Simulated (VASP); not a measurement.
Set up this calculation in VASP 6.6.1, as the native input.

```yaml
Task: single point
Functional: LDA
Potentials_or_basis: VASP PAW LDA potentials, release 64 (Pb_d, S)
Cutoff: 520 eV
k_mesh: 10 × 10 × 10
Occupations: gaussian, width 0.03 eV
Spin: no spin polarisation
Dipole_correction: no
Further_INCAR_settings: ALGO = Normal; EDIFF = 1e-06; NBANDS = 17
```

The structure of PbS lies in POSCAR:

```
PbS
1.0
    0.0000000000      2.9650000000      2.9650000000
    2.9650000000      0.0000000000      2.9650000000
    2.9650000000      2.9650000000      0.0000000000
Pb S
1 1
Direct
    0.0000000000      0.0000000000      0.0000000000
    0.4578414840      0.4578414840      0.5421585160
```

This cell differs from its parent crystal: all S atoms moved -0.250 Å, as atom 2 along Cartesian [0 0 1].

One way to write it, as run:

INCAR

```
SYSTEM = PbS
PREC     = Accurate       ! precision mode
ENCUT    = 520            ! plane-wave cutoff, eV
EDIFF    = 1E-6           ! SCF threshold, eV
ISMEAR   = 0              ! smearing method
SIGMA    = 0.03           ! smearing width, eV
LREAL    = .FALSE.        ! projectors in reciprocal space
LASPH    = .TRUE.         ! aspherical terms in the spheres
NELM     = 60             ! most SCF steps
ALGO     = Normal         ! electronic algorithm
ISIF     = 2              ! what is computed and relaxed
LWAVE    = .FALSE.        ! write WAVECAR
LCHARG   = .FALSE.        ! write CHGCAR
GGA      = CA             ! functional
NBANDS   = 17             ! bands
```

KPOINTS

```
Automatic mesh
0
G
  10 10 10
  0 0 0
```

Potentials or basis: VASP PAW LDA potentials, release 64 (Pb_d, S).

Command:

```console
$ cat potpaw_LDA.64/Pb_d/POTCAR potpaw_LDA.64/S/POTCAR > POTCAR
$ mpirun -np 1 vasp_std > vasp.out
```

Results of the run:

| Quantity | Value |
| --- | --- |
| Pressure | -1.5 GPa |
| Largest force | 0.252 eV/Å |
| Band gap on the k mesh | 0.78 eV, direct |

Caveat: the cell differs from its parent crystal (all S atoms moved -0.250 Å, as atom 2 along Cartesian [0 0 1]); spin-orbit coupling is left out, which moves the levels of the heavy elements.

It took 32 s on 1 thread of Intel(R) Xeon(R) 6975P-C (Granite Rapids), with other jobs on the host, peak memory 0.21 GiB.
